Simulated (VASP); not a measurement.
Au:

```
Au
1.0
    -1.61845    1.61845    1.61845
     1.61845   -1.61845    1.61845
     1.61845    1.61845   -1.61845
Au
1
Direct
  0.00000 0.00000 0.00000
```

* Program: VASP 6.6.1
* Task: relaxation of cell and atoms
* Functional: LDA
* Potentials or basis: VASP PAW LDA potentials, release 64 (Au)
* Cutoff: 600 eV
* k mesh: 14 × 14 × 14
* Occupations: fermi-dirac, width 0.1 eV
* Spin: no spin polarisation

At the start: pressure -3.4 GPa; volume 16.96 Å³/atom.

Problem. Where does the relaxation end?

Solution. Over 3 steps the energy falls by 3.4 meV/atom and the volume is 16.65 Å³/atom (-1.8 %); space group Im-3m (No. 229, to 0.05 Å).

Step by step:
```
step  energy change (eV)  largest force (eV/Å)  pressure (GPa)  volume (Å³)
   1              0.0000                0.0000           -3.39        16.96
   2              0.0083                0.0000            7.08        16.09
   3             -0.0034                0.0000           -0.04        16.65
```

Final structure:
```
CELL_PARAMETERS angstrom
-1.60848 1.60848 1.60848
1.60848 -1.60848 1.60848
1.60848 1.60848 -1.60848
ATOMIC_POSITIONS crystal
Au 0.00000 0.00000 0.00000
```
